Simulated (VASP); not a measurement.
# TaN (P-6m2) in VASP: further runs

The runs below take TaN through single point, with PBEsol.

Program: VASP 6.6.1. These are calculated values, not measurements. Logs are shortened: lines on timing, memory, paths and dates and some standing lists are left out, and cuts for length are marked.

## 1. The cell of the first run

The structure is hexagonal, space group P-6m2 (No. 187). Conventional cell: a = 2.924 Å, b = 2.924 Å, c = 2.799 Å, α = 90.00°, β = 90.00°, γ = 120.00°. Ta (site symmetry -6m2) has 6 N at 2.19 Å and 8 Ta at 2.80 to 2.92 Å within 3.0 Å. Within 3.0 Å of N (site symmetry -6m2) lie 6 Ta at 2.19 Å and 8 N at 2.80 to 2.92 Å.

## 2. Single point, PBEsol

The input, INCAR:

```
PREC     = Accurate       # precision mode
ENCUT    = 520            # plane-wave cutoff, eV
EDIFF    = 1E-6           # SCF threshold, eV
ISMEAR   = 0              # smearing method
SIGMA    = 0.15           # smearing width, eV
LREAL    = F              # projectors in reciprocal space
LASPH    = T              # aspherical terms in the spheres
NELM     = 60             # most SCF steps
ALGO     = Normal         # electronic algorithm
ISIF     = 2              # what is computed and relaxed
LWAVE    = F              # write WAVECAR
LCHARG   = F              # write CHGCAR
GGA      = PS             # functional
NBANDS   = 15             # bands
```

The input, KPOINTS:

```
regular mesh
0
Gamma
  18 18 16
```

The input, POSCAR:

```
TaN
1.0
    2.9240351141      0.0000000000      0.0000000000
   -1.4620175570      2.5322886904      0.0000000000
    0.0000000000      0.0000000000      2.7990000000
Ta N
1 1
Direct
    0.3333333333      0.6666666667      0.5000000000
    0.0000000000      0.0000000000      0.0000000000
```

Potentials or basis: VASP PAW PBE potentials, release 64 (Ta_pv, N).

Started as:

```
$ cat potpaw_PBE.64/Ta_pv/POTCAR potpaw_PBE.64/N/POTCAR > POTCAR
$ mpirun -np 1 vasp_std > vasp.out
```

OUTCAR:

```text
PREC = Accurate
   ENCUT = 520
   EDIFF = 1E-6
   ISMEAR = 0
   LREAL = F
   LASPH = T
   NELM = 60
   ISIF = 2
   GGA = PS

 ion  position               nearest neighbor table
   1  0.333  0.667  0.500-   2 2.19   2 2.19   2 2.19   2 2.19   2 2.19   2 2.19
   2  0.000  0.000  0.000-   1 2.19   1 2.19   1 2.19   1 2.19   1 2.19   1 2.19

  LATTYP: Found a hexagonal cell.
 ALAT       =     2.9240351141
 C/A-ratio  =     0.9572388466

  Lattice vectors:

 A1 = (   2.9240351141,   0.0000000000,   0.0000000000)
 A2 = (  -1.4620175570,   2.5322886904,   0.0000000000)
 A3 = (   0.0000000000,   0.0000000000,   2.7990000000)

Analysis of symmetry for initial positions (statically):
=====================================================================
 Subroutine PRICEL returns:
 Original cell was already a primitive cell.

 Routine SETGRP: Setting up the symmetry group for a
 hexagonal supercell.

 Subroutine GETGRP returns: Found 12 space group operations
 (whereof 12 operations were pure point group operations)
 out of a pool of 24 trial point group operations.

The static configuration has the point symmetry D_3h.

Analysis of symmetry for dynamics (positions and initial velocities):
=====================================================================
 Subroutine PRICEL returns:
 Original cell was already a primitive cell.

 Routine SETGRP: Setting up the symmetry group for a
 hexagonal supercell.

 Subroutine GETGRP returns: Found 12 space group operations
 (whereof 12 operations were pure point group operations)
 out of a pool of 24 trial point group operations.

The dynamic configuration has the point symmetry D_3h.

 Subroutine INISYM returns: Found 12 space group operations
 (whereof 12 operations are pure point group operations),
 and found     1 'primitive' translations

----------------------------------------------------------------------------------------

                                     Primitive cell

  volume of cell :      20.7252

  direct lattice vectors                    reciprocal lattice vectors
     2.924035114  0.000000000  0.000000000     0.341993157  0.197449841  0.000000000
    -1.462017557  2.532288690  0.000000000     0.000000000  0.394899683  0.000000000
     0.000000000  0.000000000  2.799000000     0.000000000  0.000000000  0.357270454

  length of vectors
     2.924035114  2.924035114  2.799000000     0.394899683  0.394899683  0.357270454

  position of ions in fractional coordinates (direct lattice)
     0.333333333  0.666666667  0.500000000
[... 89 lines left out ...]
   NELECT =      16.0000    total number of electrons
   NUPDOWN=      -1.0000    fix difference up-down
   EMIN   =  10.00;   EMAX   =-10.00  energy-range for DOS
   EFERMI =   0.00;   METHOD = LEGACY
   ISMEAR =     0;   SIGMA  =   0.15  broadening in eV -4-tet -1-fermi 0-gaus
   EFERMI_NEDOS =   21; number of points for ismear=-14 and -15
   IALGO  =     38    algorithm
   IMIX   =      4    mixing-type and parameters
     AMIX     =   0.40;   BMIX     =  1.00
     AMIX_MAG =   1.60;   BMIX_MAG =  1.00
  volume/ion in A,a.u.               =      10.36        69.93
  Fermi-wavevector in a.u.,A,eV,Ry     =   1.501811  2.838011 30.687071  2.255436
  Thomas-Fermi vector in A             =   2.613133
   LORBIT       =      0    0 simple, 1 ext, 2 COOP (PROOUT), +10 PAW based schemes
   GGA     = PS    functional components
   LHFCALC =     F    Hartree Fock is set to
   AEXX    =    0.0000 exact exchange contribution
   IVDW    =     0    specifies the selected vdW correction
   LEPSILON=     F    determine dielectric tensor
   LRPA    =     F    only Hartree local field effects (RPA)
 non-spin polarized calculation
 Gauss-broadening in eV      SIGMA  =   0.15
  energy-cutoff  :      520.00
  volume of cell :       20.73
 maximum number of plane-waves:       581
 NGX is ok and might be reduce to    24

 number of electron      16.0000004 magnetization

 Free energy of the ion-electron system (eV)
  ---------------------------------------------------
  ext. energy  EPLUGINS =         0.00000000
  ---------------------------------------------------
  free energy    TOTEN  =       -23.76439606 eV

  energy without entropy =      -23.76359157  energy(sigma->0) =      -23.76399381

 E-fermi :   8.4843     XC(G=0): -13.7154

 val. band max:        8.4373588751   @ k =   0.0000   0.0000   0.4375
 cond. band min:       8.5311376408   @ k =   0.0000   0.0000   0.3750
 fundamental gap:      0.0937787657
 Fermi energy:         8.4843355217

 k-point     1 :       0.0000    0.0000    0.0000
  band No.  band energies     occupation
      1     -26.0767      2.00000
      2     -25.8999      2.00000
      3     -25.8999      2.00000
      4      -9.5523      2.00000
      5       3.5712      2.00000
      6       3.5712      2.00000
      7       4.1486      2.00000
      8       5.7196      2.00000
      9      10.8183      0.00000
     10      12.4399      0.00000
     11      12.4399      0.00000
     12      12.7824      0.00000
     13      12.7824      0.00000
     14      21.8156      0.00000
[... 401 lines left out ...]
      2     -26.2301      2.00000
      3     -25.9235      2.00000
      4      -7.1090      2.00000
      5       0.1446      2.00000
      6       3.4110      2.00000
      7       4.0517      2.00000
      8       6.0687      2.00000
      9      11.0898      0.00000
     10      11.5949      0.00000
     11      13.2372      0.00000
     12      14.9381      0.00000
     13      17.5260      0.00000
     14      21.0241      0.00000
     15      22.0803      0.00000

 [... further k-points ...]

------------------------ aborting loop because EDIFF is reached ----------------------------------------

  FORCE on cell =-STRESS in cart. coord.  units (eV):
  Direction    XX          YY          ZZ          XY          YZ          ZX
  --------------------------------------------------------------------------------------
  -------------------------------------------------------------------------------------
  Total        0.6822134      0.6822134      3.1494879      0.0000000     -0.0000000     -0.0000000
  in kB       52.7390290     52.7390290    243.4735717      0.0000000     -0.0000000     -0.0000000
  external PRESSURE =     116.3172099 kB  Pullay stress =       0.0000000 kB

 VOLUME and BASIS-vectors are now :
 -----------------------------------------------------------------------------
  energy-cutoff  :      520.00
  volume of cell :       20.73
      direct lattice vectors                 reciprocal lattice vectors
     2.924035114  0.000000000  0.000000000     0.341993157  0.197449841  0.000000000
    -1.462017557  2.532288690  0.000000000     0.000000000  0.394899683  0.000000000
     0.000000000  0.000000000  2.799000000     0.000000000  0.000000000  0.357270454

 POSITION                                       TOTAL-FORCE (eV/Angst)
 -----------------------------------------------------------------------------------
     -0.00000      1.68819      1.39950         0.000000     -0.000000      0.000000
      0.00000      0.00000      0.00000        -0.000000      0.000000      0.000000
 -----------------------------------------------------------------------------------
    total drift:                                0.000000     -0.000000     -0.000000

  FREE ENERGIE OF THE ION-ELECTRON SYSTEM (eV)
  ---------------------------------------------------
  free  energy   TOTEN  =       -23.7643960611 eV

  energy  without entropy=      -23.7635915676  energy(sigma->0) =      -23.76399381
```

It took 62 s on 1 thread of Intel Xeon 8259CL, shared host; peak memory 0.23 GiB.

Results:

| Property | Result |
| --- | --- |
| Free energy | -23.7644 eV |
| Pressure | 11.6 GPa |
| Band gap on the k mesh | zero (bands 8 and 9 overlap by 0.37 eV) |

Levels at points of the mesh, in eV from the Fermi level:
```csv
k point,band 6,band 7,band 8,band 9,band 10,band 11
"(0.00, 0.00, 0.00)",-4.91,-4.34,-2.76,2.33,3.96,3.96
"(0.50, 0.00, 0.00)",-5.13,-3.63,-3.34,3.30,4.06,5.43
"(0.00, 0.00, 0.50)",-4.07,-4.07,-0.06,-0.06,2.94,3.26
"(0.50, 0.00, 0.50)",-6.29,-6.07,-0.15,4.44,5.54,6.64
```

Caveat: the cell stands under pressure; the PAW data sets were made with another functional, which shifts forces and pressure a little; spin-orbit coupling is left out, which moves the levels of the heavy elements.

## 3. Single point, PBEsol

This run uses another cell than the first one, of the same volume but with other edges.

The input, INCAR:

```
SYSTEM = TaN
PREC = Accurate ; ENCUT = 520
EDIFF = 1E-7 ; ISMEAR = 0
SIGMA = 0.15 ; LREAL = .False.
LASPH = .True. ; NELM = 100
ALGO = Normal ; ISIF = 2
LWAVE = .False. ; LCHARG = .True.
GGA = PS ; LELF = .True.
LVHAR = .True. ; NBANDS = 15
```

The input, KPOINTS:

```
regular mesh
0
Gamma
  18 18 16
  0 0 0
```

The input, POSCAR:

```
TaN
1.0
    2.8875000000      0.0000000000      0.0000000000
   -1.4437500000      2.5006483534      0.0000000000
    0.0000000000      0.0000000000      2.8707423432
Ta N
1 1
Direct
    0.3333333333      0.6666666667      0.5000000000
    0.0000000000      0.0000000000      0.0000000000
```

Potentials or basis: VASP PAW PBE potentials, release 64 (Ta_pv, N).

Started as:

```
$ cat potpaw_PBE.64/Ta_pv/POTCAR potpaw_PBE.64/N/POTCAR > POTCAR
$ mpirun -np 1 vasp_std > vasp.out
```

It took 67 s on 1 thread of Intel Xeon 8259CL, shared host; peak memory 0.23 GiB.

The run converged. Its results:

| Item | Value |
| --- | --- |
| Free energy | -23.7836 eV |
| Pressure | 10.3 GPa |
| Band gap on the k mesh | zero (bands 8 and 9 overlap by 0.48 eV) |

Stress tensor (GPa, compression positive):
```
12.69  0.00  0.00
 0.00 12.69  0.00
 0.00  0.00  5.42
```

Levels at points of the mesh, in eV from the Fermi level:
```csv
k point,band 5,band 6,band 7,band 8,band 9,band 10,band 11,band 12
"(0.00, 0.00, 0.00)",-4.58,-4.58,-4.40,-2.99,2.67,3.75,3.75,4.23
"(0.50, 0.00, 0.00)",-8.47,-5.46,-3.63,-3.12,3.13,4.45,5.41,5.74
"(0.00, 0.00, 0.50)",-9.59,-3.72,-3.72,-0.08,-0.08,2.41,3.56,3.56
"(0.50, 0.00, 0.50)",-7.51,-6.32,-5.78,-0.27,4.49,5.80,6.36,7.53
```

Caveat: the cell stands under pressure; the PAW data sets were made with another functional, which shifts forces and pressure a little; spin-orbit coupling is left out, which moves the levels of the heavy elements.
